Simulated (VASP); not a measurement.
A run of VASP 6.6.1:

File POSCAR:

```
GaAs
1.0
    0.0000000000      2.7350603505      2.9151945716
    2.7350603505      0.0000000000      2.9151945716
    2.7350603505      2.7350603505      0.0000000000
Ga As
1 1
Direct
    0.0000000000      0.0000000000      0.0000000000
    0.2500000000      0.2500000000      0.2500000000
```

INCAR.step1

```
SYSTEM = GaAs
PREC = Accurate ; ENCUT = 520
ISMEAR = 0 ; SIGMA = 0.01
LREAL = .False. ; LASPH = .True.
NELM = 60 ; NBANDS = 16
GGA = PE ; ALGO = Normal
EDIFF = 1E-4 ; LWAVE = .True.
LCHARG = .False.
```

The input INCAR.step2:

```
SYSTEM = GaAs
PREC = Accurate ; ENCUT = 520
EDIFF = 1E-7 ; ISMEAR = 0
SIGMA = 0.01 ; LREAL = .False.
LASPH = .True. ; NELM = 60
ALGO = Normal ; ISIF = 2
LWAVE = .False. ; LCHARG = .False.
METAGGA = R2SCAN ; LMIXTAU = .True.
NBANDS = 16 ; ISTART = 1
```

File KPOINTS:

```
regular mesh
0
Gamma
  8 8 8
  0 0 0
```

Potentials or basis: VASP PAW PBE potentials, release 64 (Ga_d, As).

The run is started by

```console
$ cat potpaw_PBE.64/Ga_d/POTCAR potpaw_PBE.64/As/POTCAR > POTCAR
$ cp INCAR.step1 INCAR
$ mpirun -np 1 vasp_std > vasp.out
$ cp INCAR.step2 INCAR
$ mpirun -np 1 vasp_std > vasp.out
```

Hardware: 1 thread of Intel(R) Xeon(R) Platinum 8259CL CPU @ 2.50GHz (Skylake/Cascade Lake) (shared host).

Problem. Estimate the wall time of this run.

Solution. Run time: 6.2 min on 1 thread of Intel(R) Xeon(R) Platinum 8259CL CPU @ 2.50GHz (Skylake/Cascade Lake), on a shared host, peak memory 0.19 GiB. Counts: k points 59.
